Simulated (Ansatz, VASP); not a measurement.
BP in VASP and in Ansatz

The input INCAR:

```
SYSTEM = BP
PREC = Accurate ; ENCUT = 520
EDIFF = 1E-8 ; ISMEAR = -1
SIGMA = 0.05 ; LREAL = .FALSE.
LASPH = .TRUE. ; NELM = 60
ALGO = Normal ; ISIF = 2
LWAVE = .FALSE. ; LCHARG = .FALSE.
LEFG = .TRUE. ; NBANDS = 11
```

Contents of KPOINTS:

```
regular mesh
0
G
  15 15 15
  0 0 0
```

File POSCAR:

```
BP
1.0
    0.0000000000      2.2988586873      2.2988586873
    2.2988586873      0.0000000000      2.2988586873
    2.2988586873      2.2988586873      0.0000000000
B P
1 1
Direct
    0.0000000000      0.0000000000      0.0000000000
    0.7500000000      0.7500000000      0.7500000000
```

Input for Ansatz:

```yaml
crystal:
  lattice:
    - [0.0, 2.2988586873, 2.2988586873]
    - [2.2988586873, 0.0, 2.2988586873]
    - [2.2988586873, 2.2988586873, 0.0]
  atoms:
    - { symbol: B, position: [0.0, 0.0, 0.0] }
    - { symbol: P, position: [0.75, 0.75, 0.75] }
kpoints:
  mp_grid: { grid: [15, 15, 15] }
scf:
  occupations: { method: fermi_dirac, width: 0.05 }
hamiltonian:
  xc: lda
  pseudopotentials: { kind: all_electron, datasets: crystal }
output:
  forces: true
  stress: true
  eigenvalues: true
  efg: { contact_densities: true }
```

Change from the starting cell: volume scaled by 1.04, crystal datasets.

Alike in both runs: task electric field gradients; functional LDA; k mesh 15 × 15 × 15; occupations fermi-dirac, width 0.05 eV; no spin polarisation.

|  | VASP | Ansatz |
| --- | --- | --- |
| version | VASP 6.6.1 | Ansatz 0.2.0 |
| potentials or method | VASP PAW LDA potentials, release 64 (B, P), cutoff 520 eV | all-electron PAW with datasets made for the crystal, scalar-relativistic |

|  | VASP | Ansatz | Ansatz less VASP |
| --- | --- | --- | --- |
| pressure (GPa) | -11.0 | -10.9 | +0.06 |

LDA's correlation is that of Perdew and Zunger in VASP and of Perdew and Wang (1992) in Ansatz. Ansatz ran all-electron here, and VASP with PAW potentials.
